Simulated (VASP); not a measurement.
Set up this calculation in VASP 6.6.1, as the native input.

| Quantity | Value |
| --- | --- |
| Task | single point |
| Functional | r2SCAN |
| Potentials or basis | VASP PAW PBE potentials, release 64 (Ti_sv, O) |
| Cutoff | 520 eV |
| k mesh | 4 × 4 × 7 |
| Occupations | gaussian, width 0.05 eV |
| Spin | collinear spin |
| Starting moments | [1.0, 1.0, 0.0, 0.0, 0.0, 0.0] μB |
| Hubbard terms | Ti d U = 1.1 eV |
| Dipole correction | no |
| Further INCAR settings | ALGO = Normal; EDIFF = 1e-06; NBANDS = 37 |

Crystal: TiO2.

```
CELL_PARAMETERS angstrom
4.59400 0.00000 0.00000
0.00000 4.59400 0.00000
0.00000 0.00000 2.95900
ATOMIC_POSITIONS crystal
Ti 0.00000 0.00000 0.00000
Ti 0.50000 0.50000 0.50000
O 0.30600 0.30600 0.00000
O 0.19400 0.80600 0.50000
O 0.69400 0.69400 0.00000
O 0.80600 0.19400 0.50000
```

These files were run (other wordings do the same):

POSCAR

```
TiO2
1.0
    4.5940000000      0.0000000000      0.0000000000
    0.0000000000      4.5940000000      0.0000000000
    0.0000000000      0.0000000000      2.9590000000
Ti O
2 4
Direct
    0.0000000000      0.0000000000      0.0000000000
    0.5000000000      0.5000000000      0.5000000000
    0.3060000000      0.3060000000      0.0000000000
    0.1940000000      0.8060000000      0.5000000000
    0.6940000000      0.6940000000      0.0000000000
    0.8060000000      0.1940000000      0.5000000000
```

INCAR.step1

```
ALGO = Normal
EDIFF = 1E-4
ENCUT = 520
GGA = PE
ISMEAR = 0
ISPIN = 2
LASPH = T
LCHARG = F
LDAU = T
LDAUJ = 0 0
LDAUL = 2 -1
LDAUTYPE = 2
LDAUU = 1.1 0
LMAXMIX = 4
LREAL = F
LWAVE = T
MAGMOM = 1 1 0 0 0 0
NBANDS = 37
NELM = 150
PREC = Accurate
SIGMA = 0.05
```

INCAR.step2

```
ALGO = Normal
EDIFF = 1E-6
ENCUT = 520
ISIF = 2
ISMEAR = 0
ISPIN = 2
ISTART = 1
LASPH = T
LCHARG = T
LDAU = T
LDAUJ = 0 0
LDAUL = 2 -1
LDAUPRINT = 1
LDAUTYPE = 2
LDAUU = 1.1 0
LELF = T
LMAXMIX = 4
LMIXTAU = T
LORBIT = 11
LREAL = F
LVHAR = T
LWAVE = F
MAGMOM = 1 1 0 0 0 0
METAGGA = R2SCAN
NBANDS = 37
NELM = 150
PREC = Accurate
SIGMA = 0.05
```

KPOINTS

```
k-points
0
Gamma
  4 4 7
```

Potentials or basis: VASP PAW PBE potentials, release 64 (Ti_sv, O).

Launch:

```console
$ cat potpaw_PBE.64/Ti_sv/POTCAR potpaw_PBE.64/O/POTCAR > POTCAR
$ cp INCAR.step1 INCAR
$ mpirun -np 1 vasp_std > vasp.out
$ cp INCAR.step2 INCAR
$ mpirun -np 1 vasp_std > vasp.out
```

It gave:

| Quantity | Value |
| --- | --- |
| Pressure | 3.6 GPa |
| Largest force | 0.268 eV/Å |
| Band gap on the k mesh | 2.43 eV |
| Net moment | 0.00 μB per cell |
| Valence electrons inside the program's atomic spheres | Ti 10.14; O 5.12 |

Caveat: the cell stands under pressure; the PAW data sets were made with another functional, which shifts forces and pressure a little.

It took 7.7 min on 1 thread of Intel Xeon 8259CL, on a shared host, peak memory 0.25 GiB.
